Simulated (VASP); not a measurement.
# Al6H in VASP: further runs, part 2 of 2

VASP 6.6.1.

## 4. Single point, PBE

Input file INCAR:

```
SYSTEM = Al6H
PREC = Accurate
ENCUT = 520
EDIFF = 1E-7
ISMEAR = 0
SIGMA = 0.1
LREAL = .False.
LASPH = .True.
NELM = 100
ALGO = Normal
ISIF = 2
LWAVE = .False.
LCHARG = .False.
LDIPOL = .True.
IDIPOL = 3
DIPOL = 0.5 0.5 0.304
GGA = PE
NBANDS = 32
```

Input file KPOINTS:

```
regular mesh
0
Gamma
  6 6 1
  0 0 0
```

Input file POSCAR:

```
Al6H
1.0
    5.7143028096      0.0000000000      0.0000000000
   -2.8571514048      4.9487313980      0.0000000000
    0.0000000000      0.0000000000     22.6016424997
Al H
12 2
Direct
    0.3333333333      0.1666666667      0.1769782882
    0.3333333333      0.6666666667      0.1769782882
    0.8333333333      0.1666666667      0.1769782882
    0.8333333333      0.6666666667      0.1769782882
    0.1666666667      0.3333333333      0.2787817902
    0.1666666667      0.8333333333      0.2787817902
    0.6666666667      0.3333333333      0.2787817902
    0.6666666667      0.8333333333      0.2787817902
    0.0000000000      0.0000000000      0.3805759913
    0.0000000000      0.5000000000      0.3805759913
    0.5000000000      0.0000000000      0.3805759913
    0.5000000000      0.5000000000      0.3805759913
    0.2529210739      0.1666666667      0.4571191010
    0.4137455928      0.1666666667      0.4571191010
```

Potentials or basis: VASP PAW PBE potentials, release 64 (Al, H).

Run with:

```bash
cat potpaw_PBE.64/Al/POTCAR potpaw_PBE.64/H/POTCAR > POTCAR
mpirun -np 1 vasp_std > vasp.out
```

OUTCAR:

```text
SYSTEM = Al6H
   PREC = Accurate
   ENCUT = 520
   EDIFF = 1E-7
   ISMEAR = 0
   LREAL = .False.
   LASPH = .True.
   NELM = 100
   ISIF = 2
   GGA = PE

 ion  position               nearest neighbor table
   1  0.333  0.167  0.177-   5 2.83   6 2.83   7 2.83   4 2.86   2 2.86   2 2.86   4 2.86   3 2.86
                             3 2.86
   2  0.333  0.667  0.177-   6 2.83   5 2.83   8 2.83   3 2.86   1 2.86   1 2.86   3 2.86   4 2.86
                             4 2.86
   3  0.833  0.167  0.177-   7 2.83   8 2.83   5 2.83   4 2.86   2 2.86   4 2.86   2 2.86   1 2.86
                             1 2.86
   4  0.833  0.667  0.177-   8 2.83   7 2.83   6 2.83   3 2.86   1 2.86   3 2.86   1 2.86   2 2.86
                             2 2.86
   5  0.167  0.333  0.279-   9 2.83  12 2.83  10 2.83   1 2.83   2 2.83   3 2.83   8 2.86   6 2.86
                             6 2.86   8 2.86   7 2.86   7 2.86
   6  0.167  0.833  0.279-  10 2.83  11 2.83   9 2.83   2 2.83   1 2.83   4 2.83   7 2.86   5 2.86
                             5 2.86   7 2.86   8 2.86   8 2.86
   7  0.667  0.333  0.279-  11 2.83  10 2.83  12 2.83   3 2.83   4 2.83   1 2.83   8 2.86   6 2.86
                             8 2.86   6 2.86   5 2.86   5 2.86
   8  0.667  0.833  0.279-  12 2.83   9 2.83  11 2.83   4 2.83   3 2.83   2 2.83   7 2.86   5 2.86
                             7 2.86   5 2.86   6 2.86   6 2.86
   9  0.000  0.000  0.381-   5 2.83   8 2.83   6 2.83  10 2.86  12 2.86  10 2.86  12 2.86  11 2.86
                            11 2.86
  10  0.000  0.500  0.381-   6 2.83   7 2.83   5 2.83   9 2.86  11 2.86   9 2.86  11 2.86  12 2.86
                            12 2.86
  11  0.500  0.000  0.381-   7 2.83   6 2.83   8 2.83  10 2.86  12 2.86  12 2.86  10 2.86   9 2.86
                             9 2.86
  12  0.500  0.500  0.381-   8 2.83   5 2.83   7 2.83   9 2.86  11 2.86  11 2.86   9 2.86  10 2.86
                            10 2.86
  13  0.253  0.167  0.457-
  14  0.414  0.167  0.457-

  LATTYP: Found a hexagonal cell.
 ALAT       =     5.7143028096
 C/A-ratio  =     3.9552756045

  Lattice vectors:

 A1 = (   5.7143028096,   0.0000000000,   0.0000000000)
 A2 = (  -2.8571514048,   4.9487313980,   0.0000000000)
 A3 = (   0.0000000000,   0.0000000000,  22.6016424997)

Analysis of symmetry for initial positions (statically):
=====================================================================
 Subroutine PRICEL returns:
 Original cell was already a primitive cell.

 Routine SETGRP: Setting up the symmetry group for a
 hexagonal supercell.

 Subroutine GETGRP returns: Found  2 space group operations
 (whereof  1 operations were pure point group operations)
 out of a pool of 24 trial point group operations.

The static configuration has the point symmetry C_1 .
 The point group associated with its full space group is C_1h.

Analysis of symmetry for dynamics (positions and initial velocities):
=====================================================================
 Subroutine PRICEL returns:
 Original cell was already a primitive cell.

 Routine SETGRP: Setting up the symmetry group for a
 hexagonal supercell.

 Subroutine GETGRP returns: Found  2 space group operations
 (whereof  1 operations were pure point group operations)
 out of a pool of 24 trial point group operations.

The dynamic configuration has the point symmetry C_1 .
 The point group associated with its full space group is C_1h.

[... 105 lines left out ...]
   LNONCOLLINEAR =      F non collinear calculations
   LSORBIT =      F    spin-orbit coupling
   LASPH  =      T    aspherical Exc in radial PAW
   ENCUT  =  520.0 eV  38.22 Ry    6.18 a.u.  10.62 10.62 42.02*2*pi/ulx,y,z
   NELM   =    100;   NELMIN=  2; NELMDL= -5     # of ELM steps
   EDIFF  = 0.1E-06   stopping-criterion for ELM
   LREAL  =      F    real-space projection
   EDIFFG = 0.1E-05   stopping-criterion for IOM
   NSW    =      0    number of steps for IOM
   IBRION =     -1    ionic relax: 0-MD 1-quasi-New 2-CG
   NFREE  =      0    steps in history (QN), initial steepest desc. (CG)
   ISIF   =      2    stress and relaxation
   ISYM   =      2    0-nonsym 1-usesym 2-fastsym
   POTIM  = 0.5000    time-step for ionic-motion
   TEBEG  =    0.0;   TEEND  =   0.0 temperature during run
   PSTRESS=    0.0 pullay stress
   NELECT =      38.0000    total number of electrons
   NUPDOWN=      -1.0000    fix difference up-down
   EMIN   =  10.00;   EMAX   =-10.00  energy-range for DOS
   EFERMI =   0.00;   METHOD = LEGACY
   ISMEAR =     0;   SIGMA  =   0.10  broadening in eV -4-tet -1-fermi 0-gaus
   EFERMI_NEDOS =   21; number of points for ismear=-14 and -15
   IALGO  =     38    algorithm
   IMIX   =      4    mixing-type and parameters
     AMIX     =   0.40;   BMIX     =  1.00
     AMIX_MAG =   1.60;   BMIX_MAG =  1.00
  volume/ion in A,a.u.               =      45.65       308.08
  Fermi-wavevector in a.u.,A,eV,Ry     =   0.638955  1.207450  5.554763  0.408264
  Thomas-Fermi vector in A             =   1.704469
   LORBIT       =      0    0 simple, 1 ext, 2 COOP (PROOUT), +10 PAW based schemes
   GGA     = PE    functional components
   LHFCALC =     F    Hartree Fock is set to
   AEXX    =    0.0000 exact exchange contribution
   IVDW    =     0    specifies the selected vdW correction
   LEPSILON=     F    determine dielectric tensor
   LRPA    =     F    only Hartree local field effects (RPA)
 non-spin polarized calculation
 Gauss-broadening in eV      SIGMA  =   0.10
  energy-cutoff  :      520.00
  volume of cell :      639.14
 maximum number of plane-waves:     17305
   NGX = 21   NGY = 21   NGZ = 85

 dipolmoment           0.000000      0.000000     -0.001038 electrons x Angstroem

 number of electron      38.0000001 magnetization

 dipolmoment           0.000000      0.000000      0.000502 electrons x Angstroem

 Free energy of the ion-electron system (eV)
  ---------------------------------------------------
  ext. energy  EPLUGINS =         0.00000000
  ---------------------------------------------------
  free energy    TOTEN  =       -47.88345589 eV

  energy without entropy =      -47.86194830  energy(sigma->0) =      -47.87270209

 E-fermi :  -0.1852     XC(G=0):  -4.0635

 val. band max:       -0.2350912269   @ k =   0.0000   0.3333   0.0000
 cond. band min:      -0.1713505500   @ k =  -0.3333   0.1667   0.0000
 fundamental gap:      0.0637406769
 Fermi energy:        -0.1851703361

 k-point     1 :       0.0000    0.0000    0.0000
  band No.  band energies     occupation
      1     -10.8218      2.00000
      2      -9.4002      2.00000
      3      -7.8837      2.00000
      4      -5.8071      2.00000
      5      -4.9058      2.00000
      6      -4.8971      2.00000
[... 431 lines left out ...]
     30       3.0997      0.00000
     31       3.3352      0.00000
 [bands above 31 left out]

------------------------ aborting loop because EDIFF is reached ----------------------------------------

 vacuum level on the upper side and lower side of the slab       (xc-potential included)        -0.021        -0.025

  FORCE on cell =-STRESS in cart. coord.  units (eV):
  Direction    XX          YY          ZZ          XY          YZ          ZX
  --------------------------------------------------------------------------------------
  -------------------------------------------------------------------------------------
  Total       -4.2785233     -3.0240118      3.2295359      0.0000000     -0.3415228      0.0000000
  in kB      -10.7252482     -7.5804839      8.0956843      0.0000000     -0.8561170      0.0000000
  external PRESSURE =      -3.4033493 kB  Pullay stress =       0.0000000 kB

 VOLUME and BASIS-vectors are now :
 -----------------------------------------------------------------------------
  energy-cutoff  :      520.00
  volume of cell :      639.14
      direct lattice vectors                 reciprocal lattice vectors
     5.714302810  0.000000000  0.000000000     0.174999476  0.101035995  0.000000000
    -2.857151405  4.948731398  0.000000000     0.000000000  0.202071990  0.000000000
     0.000000000  0.000000000 22.601642500     0.000000000  0.000000000  0.044244572

 POSITION                                       TOTAL-FORCE (eV/Angst)
 -----------------------------------------------------------------------------------
      1.42858      0.82479      4.00000         0.000000     -0.012158     -0.045822
     -0.00000      3.29915      4.00000        -0.057302     -0.023889     -0.108192
      4.28573      0.82479      4.00000         0.000000      0.065007     -0.103938
      2.85715      3.29915      4.00000         0.057302     -0.023889     -0.108192
      0.00000      1.64958      6.30093         0.021318      0.043324     -0.020262
     -1.42858      4.12394      6.30093         0.000000      0.014354     -0.032508
      2.85715      1.64958      6.30093        -0.021318      0.043324     -0.020262
      1.42858      4.12394      6.30093         0.000000     -0.015871      0.071799
      0.00000      0.00000      8.60164        -0.319554     -0.123310     -0.179439
     -1.42858      2.47437      8.60164         0.000000     -0.008957      0.113799
      2.85715      0.00000      8.60164         0.319554     -0.123310     -0.179439
      1.42858      2.47437      8.60164         0.000000      0.235897     -0.297518
      0.96908      0.82479     10.33164         1.549572     -0.035261      0.454987
      1.88808      0.82479     10.33164        -1.549572     -0.035261      0.454987
 -----------------------------------------------------------------------------------
    total drift:                               -0.000000     -0.000037     -0.000152

  FREE ENERGIE OF THE ION-ELECTRON SYSTEM (eV)
  ---------------------------------------------------
  free  energy   TOTEN  =       -47.8834558858 eV

  energy  without entropy=      -47.8619482991  energy(sigma->0) =      -47.87270209

 vacuum level on the upper side and lower side of the slab         3.780         3.778
```

It took 19 min on 1 thread of Intel Xeon 8259CL, shared host; peak memory 0.73 GiB.

Results:

- Free energy: -47.8835 eV
- Largest force: 1.615 eV/Å
- Band gap on the k mesh: zero (bands 19 and 20 overlap by 0.91 eV)

Forces on the atoms (eV/Å):
```
Al   0.000 -0.012 -0.046
Al  -0.057 -0.024 -0.108
Al   0.000  0.065 -0.104
Al   0.057 -0.024 -0.108
Al   0.021  0.043 -0.020
Al   0.000  0.014 -0.033
Al  -0.021  0.043 -0.020
Al   0.000 -0.016  0.072
Al  -0.320 -0.123 -0.179
Al   0.000 -0.009  0.114
Al   0.320 -0.123 -0.179
Al   0.000  0.236 -0.298
H    1.550 -0.035  0.455
H   -1.550 -0.035  0.455
```

## 5. Single point, PBE

Changes to INCAR since step 4:

```diff
@@ -8,3 +8,3 @@
 LASPH = .True.
-NELM = 100
+NELM = 80
 ALGO = Normal
@@ -15,3 +15,3 @@
 IDIPOL = 3
-DIPOL = 0.5 0.5 0.304
+DIPOL = 0.5 0.5 0.296
 GGA = PE
```

KPOINTS is that of step 4.

Changes to POSCAR since step 4:

```diff
@@ -20,3 +20,3 @@
     0.5000000000      0.5000000000      0.3805759913
-    0.2529210739      0.1666666667      0.4571191010
-    0.4137455928      0.1666666667      0.4571191010
+    0.2025212247      0.1666666667      0.4004860487
+    0.4641454420      0.1666666667      0.4004860487
```

Run with:

```bash
cat potpaw_PBE.64/Al/POTCAR potpaw_PBE.64/H/POTCAR > POTCAR
mpirun -np 1 vasp_std > vasp.out
```

Wall time 17 min (1 thread of Intel Xeon 8259CL, shared host); peak memory 0.73 GiB.

The run converged. Its results:

```yaml
Free_energy: -42.3636 eV
Largest_force: 14.998 eV/Å
Band_gap_on_the_k_mesh: zero (bands 19 and 20 overlap by 0.56 eV)
```

Forces in eV/Å, atoms in the order of the input:
```
Al    0.000  -0.025   0.022
Al   -0.013   0.007  -0.031
Al    0.000  -0.002  -0.016
Al    0.013   0.007  -0.031
Al    0.037   0.097  -0.049
Al    0.000   0.065   0.084
Al   -0.037   0.097  -0.049
Al    0.000   0.069   0.000
Al   -9.187 -10.342  -5.796
Al    0.000   0.440  -0.151
Al    9.187 -10.342  -5.796
Al    0.000   0.445  -0.241
H     6.926   9.742   6.028
H    -6.926   9.742   6.028
```

Levels at points of the mesh, in eV from the Fermi level:
```csv
k point,band 16,band 17,band 18,band 19,band 20,band 21,band 22,band 23
"(0.00, 0.00, 0.00)",-2.85,-1.82,-1.31,-0.56,-0.40,-0.32,-0.24,0.33
"(0.50, 0.00, 0.00)",-0.79,-0.57,-0.33,-0.06,0.57,0.82,1.10,1.25
"(0.00, 0.50, 0.00)",-0.84,-0.45,-0.39,-0.23,0.49,0.83,1.13,1.24
```

## 6. Overview

| cell | gap on the mesh (eV) | largest force (eV/Å) |
| --- | --- | --- |
| as given, atomic positions A | none | 5.22 |
| as given, atomic positions B | none | 1.88 |
| as given, atomic positions C | none | 1.62 |
| as given, atomic positions D | none | 15.00 |

Alike in all rows: task single point; level PBE; potentials or basis VASP PAW PBE potentials, release 64 (Al, H); no spin polarisation; k mesh 6 × 6 × 1; cutoff (eV) 520; smearing gaussian 0.1 eV.

Absolute energies hang on the potentials; compare differences alone.
